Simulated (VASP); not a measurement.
# Mo (Im-3m) in VASP: further runs

The runs below take Mo through single point, with BLYP+D3(BJ), PBE+D3(BJ), BLYP.

Everything below comes from runs of VASP 6.6.1. Logs are shortened: lines on timing, memory, paths and dates and some standing lists are left out, and cuts for length are marked.

## (1) The cell of the first run

It takes space group Im-3m (No. 229, cubic). Conventional cell: a = 3.128 Å, b = 3.128 Å, c = 3.128 Å, α = 90.00°, β = 90.00°, γ = 90.00°. Mo (site symmetry m-3m) has 14 Mo at 2.71 to 3.13 Å within 3.6 Å.

## (2) Single point, BLYP+D3(BJ)

The input, INCAR:

```
SYSTEM = Mo
AGGAC    = 1.0          
AGGAX    = 1.0          
ALDAC    = 0.0          
ALDAX    = 1.0          
ALGO     = Normal         ! electronic algorithm
EDIFF    = 1E-6           ! SCF threshold, eV
ENCUT    = 520            ! plane-wave cutoff, eV
GGA      = B5             ! functional
ISIF     = 2              ! what is computed and relaxed
ISMEAR   = -1             ! smearing method
IVDW     = 12             ! dispersion correction
LASPH    = .True.         ! aspherical terms in the spheres
LCHARG   = .False.        ! write CHGCAR
LREAL    = .False.        ! projectors in reciprocal space
LWAVE    = .False.        ! write WAVECAR
NBANDS   = 13             ! bands
NELM     = 80             ! most SCF steps
PREC     = Accurate       ! precision mode
SIGMA    = 0.05           ! smearing width, eV
VDW_A1   = 0.4298       
VDW_A2   = 4.2359       
VDW_S6   = 1.0          
VDW_S8   = 2.6996
```

The input, KPOINTS:

```
k-points
0
Gamma
  12 12 12
  0 0 0
```

The input, POSCAR:

```
Mo
1.0
   -1.5639000364      1.5639000364      1.5639000364
    1.5639000364     -1.5639000364      1.5639000364
    1.5639000364      1.5639000364     -1.5639000364
Mo
1
Direct
    0.0000000000      0.0000000000      0.0000000000
```

Potentials or basis: VASP PAW PBE potentials, release 64 (Mo_sv).

Started as:

```
> cat potpaw_PBE.64/Mo_sv/POTCAR > POTCAR
> mpirun -np 1 vasp_std > vasp.out
```

OUTCAR:

```text
SYSTEM = Mo
   EDIFF = 1E-6
   ENCUT = 520
   GGA = B5
   ISIF = 2
   ISMEAR = -1
   IVDW = 12
   LASPH = .True.
   LREAL = .False.
   NELM = 80
   PREC = Accurate
 IVDW          = 12

 ion  position               nearest neighbor table
   1  0.000  0.000  0.000-

  LATTYP: Found a body centered cubic cell.
 ALAT       =     3.1278000728

  Lattice vectors:

 A1 = (  -1.5639000364,   1.5639000364,   1.5639000364)
 A2 = (   1.5639000364,  -1.5639000364,   1.5639000364)
 A3 = (   1.5639000364,   1.5639000364,  -1.5639000364)

Analysis of symmetry for initial positions (statically):
=====================================================================
 Subroutine PRICEL returns:
 Original cell was already a primitive cell.

 Routine SETGRP: Setting up the symmetry group for a
 body centered cubic supercell.

 Subroutine GETGRP returns: Found 48 space group operations
 (whereof 48 operations were pure point group operations)
 out of a pool of 48 trial point group operations.

The static configuration has the point symmetry O_h .

Analysis of symmetry for dynamics (positions and initial velocities):
=====================================================================
 Subroutine PRICEL returns:
 Original cell was already a primitive cell.

 Routine SETGRP: Setting up the symmetry group for a
 body centered cubic supercell.

 Subroutine GETGRP returns: Found 48 space group operations
 (whereof 48 operations were pure point group operations)
 out of a pool of 48 trial point group operations.

The dynamic configuration has the point symmetry O_h .

 Subroutine INISYM returns: Found 48 space group operations
 (whereof 48 operations are pure point group operations),
 and found     1 'primitive' translations

----------------------------------------------------------------------------------------

                                     Primitive cell

  volume of cell :      15.2998

  direct lattice vectors                    reciprocal lattice vectors
    -1.563900036  1.563900036  1.563900036     0.000000000  0.319713529  0.319713529
     1.563900036 -1.563900036  1.563900036     0.319713529  0.000000000  0.319713529
     1.563900036  1.563900036 -1.563900036     0.319713529  0.319713529  0.000000000

  length of vectors
     2.708754321  2.708754321  2.708754321     0.452143209  0.452143209  0.452143209

  position of ions in fractional coordinates (direct lattice)
     0.000000000  0.000000000  0.000000000

  ion indices of the primitive-cell ions
   primitive index   ion index
                 1           1

----------------------------------------------------------------------------------------

 KPOINTS: k-points

Automatic generation of k-mesh.
 Grid dimensions read from file:
 generate k-points for:   12   12   12

 Generating k-lattice:

  Cartesian coordinates                     Fractional coordinates (reciprocal lattice)
     0.000000000  0.026642794  0.026642794     0.083333333  0.000000000  0.000000000
     0.026642794  0.000000000  0.026642794     0.000000000  0.083333333  0.000000000
     0.026642794  0.026642794  0.000000000     0.000000000  0.000000000  0.083333333

  Length of vectors
     0.037678601  0.037678601  0.037678601

  Shift w.r.t. Gamma in fractional coordinates (k-lattice)
     0.000000000  0.000000000  0.000000000

 Subroutine IBZKPT returns following result:
 ===========================================

 Found     72 irreducible k-points:

 Following reciprocal coordinates:
            Coordinates               Weight
  0.000000  0.000000  0.000000      1.000000
  0.083333  0.000000  0.000000     12.000000
  0.166667  0.000000  0.000000     12.000000
  0.250000  0.000000  0.000000     12.000000
  0.333333  0.000000  0.000000     12.000000
  0.416667  0.000000  0.000000     12.000000
[... 16 lines left out ...]
  0.333333  0.083333  0.083333     24.000000
  0.416667  0.083333  0.083333     12.000000
 [... further k-points ...]
   k-points           NKPTS =     72   k-points in BZ     NKDIM =     72   number of bands    NBANDS=     13
   number of dos      NEDOS =    301   number of ions     NIONS =      1
   total plane-waves  NPLWV =   8000
   dimension x,y,z NGX =    20 NGY =   20 NGZ =   20
   dimension x,y,z NGXF=    40 NGYF=   40 NGZF=   40
   ions per type =               1
   NGX,Y,Z   is equivalent  to a cutoff of  12.27, 12.27, 12.27 a.u.
   NGXF,Y,Z  is equivalent  to a cutoff of  24.55, 24.55, 24.55 a.u.
 SYSTEM =  Mo
   PREC   = accura    normal or accurate (medium, high low for compatibility)
   ISTART =      0    job   : 0-new  1-cont  2-samecut
   ICHARG =      2    charge: 1-file 2-atom 10-const
   ISPIN  =      1    spin polarized calculation?
   LNONCOLLINEAR =      F non collinear calculations
   LSORBIT =      F    spin-orbit coupling
   LASPH  =      T    aspherical Exc in radial PAW
   ENCUT  =  520.0 eV  38.22 Ry    6.18 a.u.   5.04  5.04  5.04*2*pi/ulx,y,z
   NELM   =     80;   NELMIN=  2; NELMDL= -5     # of ELM steps
   EDIFF  = 0.1E-05   stopping-criterion for ELM
   LREAL  =      F    real-space projection
   EDIFFG = 0.1E-04   stopping-criterion for IOM
   NSW    =      0    number of steps for IOM
   IBRION =     -1    ionic relax: 0-MD 1-quasi-New 2-CG
   NFREE  =      0    steps in history (QN), initial steepest desc. (CG)
   ISIF   =      2    stress and relaxation
   ISYM   =      2    0-nonsym 1-usesym 2-fastsym
   POTIM  = 0.5000    time-step for ionic-motion
   TEBEG  =    0.0;   TEEND  =   0.0 temperature during run
   PSTRESS=    0.0 pullay stress
   NELECT =      14.0000    total number of electrons
   NUPDOWN=      -1.0000    fix difference up-down
   EMIN   =  10.00;   EMAX   =-10.00  energy-range for DOS
   EFERMI =   0.00;   METHOD = LEGACY
   ISMEAR =    -1;   SIGMA  =   0.05  broadening in eV -4-tet -1-fermi 0-gaus
   EFERMI_NEDOS =   21; number of points for ismear=-14 and -15
   IALGO  =     38    algorithm
   IMIX   =      4    mixing-type and parameters
     AMIX     =   0.40;   BMIX     =  1.00
     AMIX_MAG =   1.60;   BMIX_MAG =  1.00
  volume/ion in A,a.u.               =      15.30       103.25
  Fermi-wavevector in a.u.,A,eV,Ry     =   1.589358  3.003452 34.369137  2.526060
  Thomas-Fermi vector in A             =   2.688220
   LORBIT       =      0    0 simple, 1 ext, 2 COOP (PROOUT), +10 PAW based schemes
   GGA     = B5    functional components
   LHFCALC =     F    Hartree Fock is set to
   AEXX    =    0.0000 exact exchange contribution
   IVDW    =    12    specifies the selected vdW correction
   LEPSILON=     F    determine dielectric tensor
   LRPA    =     F    only Hartree local field effects (RPA)
 non-spin polarized calculation
  energy-cutoff  :      520.00
  volume of cell :       15.30
 maximum number of plane-waves:       422
   NGX =  9   NGY =  9   NGZ =  9

 number of electron      13.9999997 magnetization

 Free energy of the ion-electron system (eV)
  ---------------------------------------------------
  ext. energy  EPLUGINS =         0.00000000
  ---------------------------------------------------
  free energy    TOTEN  =        -9.44164608 eV

  energy without entropy =       -9.43930996  energy(sigma->0) =       -9.44047802

 E-fermi :  13.4396     XC(G=0): -12.8717

 val. band max:       13.3418167220   @ k =  -0.1667   0.2500   0.0833
 cond. band min:      13.4651289745   @ k =  -0.3333   0.3333   0.2500
 fundamental gap:      0.1233122525
 Fermi energy:        13.4396179721

 k-point     1 :       0.0000    0.0000    0.0000
  band No.  band energies     occupation
      1     -47.6342      2.00000
      2     -20.9744      2.00000
      3     -20.9744      2.00000
      4     -20.9744      2.00000
      5       6.3954      2.00000
      6      12.0172      2.00000
      7      12.0172      2.00000
      8      12.0172      2.00000
      9      15.1511      0.00000
     10      15.1511      0.00000
     11      28.5375      0.00000
     12      28.5375      0.00000
     13      28.5375      0.00000

 k-point     2 :       0.0833    0.0000    0.0000
  band No.  band energies     occupation
      1     -47.6151      2.00000
      2     -21.0822      2.00000
      3     -21.0076      2.00000
      4     -20.9752      2.00000
      5       6.7070      2.00000
      6      11.8448      2.00000
      7      11.9892      2.00000
      8      12.3127      2.00000
      9      14.9081      0.00000
     10      15.1561      0.00000
     11      28.7647      0.00000
     12      29.0629      0.00000
     13      29.1439      0.00000

 k-point     3 :       0.1667    0.0000    0.0000
  band No.  band energies     occupation
      1     -47.5624      2.00000
      2     -21.3708      2.00000
      3     -21.0976      2.00000
      4     -20.9774      2.00000
      5       7.5184      2.00000
      6      11.4067      2.00000
      7      11.8664      2.00000
      8      13.1712      1.99072
      9      14.5630      0.00000
     10      15.1949      0.00000
     11      29.0982      0.00000
     12      30.2597      0.00000
     13      30.5480      0.00000

 k-point     4 :       0.2500    0.0000    0.0000
  band No.  band energies     occupation
      1     -47.4896      2.00000
      2     -21.7523      2.00000
      3     -21.2184      2.00000
      4     -20.9806      2.00000
      5       8.3344      2.00000
      6      10.8709      2.00000
      7      11.9469      2.00000
      8      14.5014      0.00000
      9      14.5980      0.00000
     10      15.3096      0.00000
     11      28.5836      0.00000
     12      30.0718      0.00000
     13      32.7813      0.00000

 k-point     5 :       0.3333    0.0000    0.0000
  band No.  band energies     occupation
      1     -47.4159      2.00000
      2     -22.1205      2.00000
      3     -21.3368      2.00000
      4     -20.9838      2.00000
      5       8.4675      2.00000
      6      10.3910      2.00000
      7      12.9644      1.99985
      8      14.9354      0.00000
      9      15.5057      0.00000
     10      16.1144      0.00000
     11      27.2798      0.00000
     12      28.2884      0.00000
     13      34.9025      0.00000
[... 257 lines left out ...]
 k-point    22 :       0.2500    0.0833    0.0833
  band No.  band energies     occupation
      1     -47.4017      2.00000
      2     -22.1294      2.00000
      3     -21.3511      2.00000
      4     -21.0763      2.00000
      5       9.0925      2.00000
      6      10.3144      2.00000
      7      11.8986      2.00000
      8      15.0298      0.00000
      9      15.5447      0.00000
     10      17.6432      0.00000
     11      27.8161      0.00000
     12      28.0515      0.00000
     13      31.8273      0.00000

 k-point    23 :       0.3333    0.0833    0.0833
  band No.  band energies     occupation
      1     -47.3533      2.00000
      2     -22.3137      2.00000
      3     -21.4779      2.00000
      4     -21.0850      2.00000
      5       8.8218      2.00000
      6      10.0548      2.00000
      7      13.2970      1.89089
      8      15.2593      0.00000
      9      15.7550      0.00000
     10      19.3124      0.00000
     11      25.8774      0.00000
     12      26.7062      0.00000
     13      30.4610      0.00000

 k-point    24 :       0.4167    0.0833    0.0833
  band No.  band energies     occupation
      1     -47.3355      2.00000
      2     -22.3790      2.00000
      3     -21.5255      2.00000
      4     -21.0882      2.00000
      5       8.6930      2.00000
      6       9.9665      2.00000
      7      14.0129      0.00002
      8      15.3334      0.00000
      9      15.8374      0.00000
     10      20.0596      0.00000
     11      24.8719      0.00000
     12      26.2961      0.00000
     13      29.9306      0.00000

 [... further k-points ...]

------------------------ aborting loop because EDIFF is reached ----------------------------------------

 Edisp (eV)   -1.72117

 E8    (eV) :    -1.3099

  FORCE on cell =-STRESS in cart. coord.  units (eV):
  Direction    XX          YY          ZZ          XY          YZ          ZX
  --------------------------------------------------------------------------------------
  -------------------------------------------------------------------------------------
  Total       0.11217     0.11217     0.11217    -0.00000     0.00000     0.00000
  in kB      11.74649    11.74649    11.74649    -0.00000     0.00000     0.00000
  external pressure =       11.75 kB  Pullay stress =        0.00 kB

 VOLUME and BASIS-vectors are now :
 -----------------------------------------------------------------------------
  energy-cutoff  :      520.00
  volume of cell :       15.30
      direct lattice vectors                 reciprocal lattice vectors
    -1.563900036  1.563900036  1.563900036     0.000000000  0.319713529  0.319713529
     1.563900036 -1.563900036  1.563900036     0.319713529  0.000000000  0.319713529
     1.563900036  1.563900036 -1.563900036     0.319713529  0.319713529  0.000000000

 POSITION                                       TOTAL-FORCE (eV/Angst)
 -----------------------------------------------------------------------------------
      0.00000      0.00000      0.00000        -0.000000     -0.000000     -0.000000
 -----------------------------------------------------------------------------------
    total drift:                                0.000000     -0.000000      0.000000

  FREE ENERGIE OF THE ION-ELECTRON SYSTEM (eV)
  ---------------------------------------------------
  free  energy   TOTEN  =       -11.1628155675 eV

  energy  without entropy=      -11.1604794545  energy(sigma->0) =      -11.16164751
```

Wall time 8.8 s (1 thread of Intel Xeon Platinum 8488C (Sapphire Rapids), shared host); peak memory 0.14 GiB.

What came out:

```yaml
Free_energy: -11.1628 eV
Pressure: 1.2 GPa
Band_gap_on_the_k_mesh: zero (band 7 reaches 17.50 eV, above the bottom of band 8 at 12.02 eV)
Dispersion_energy_per_atom: -1.721 eV
```

Levels at points of the mesh, in eV from the Fermi level:
```
           k point  band 4  band 5  band 6  band 7  band 8  band 9  band 10  band 11
(0.00, 0.00, 0.00)  -34.41   -7.04   -1.42   -1.42   -1.42    1.71     1.71    15.10
(0.50, 0.00, 0.00)  -34.43   -5.34   -3.49    1.73    2.02    2.37     4.85    12.04
(0.50, 0.50, 0.50)  -35.45   -5.49   -5.49    4.06    4.06    4.06     9.46     9.46
```

Caveat: the PAW data sets were made with another functional, which shifts forces and pressure a little; pairwise dispersion overbinds metals, which lowers pressure and volume.

(Continued in part 2 of 2.)
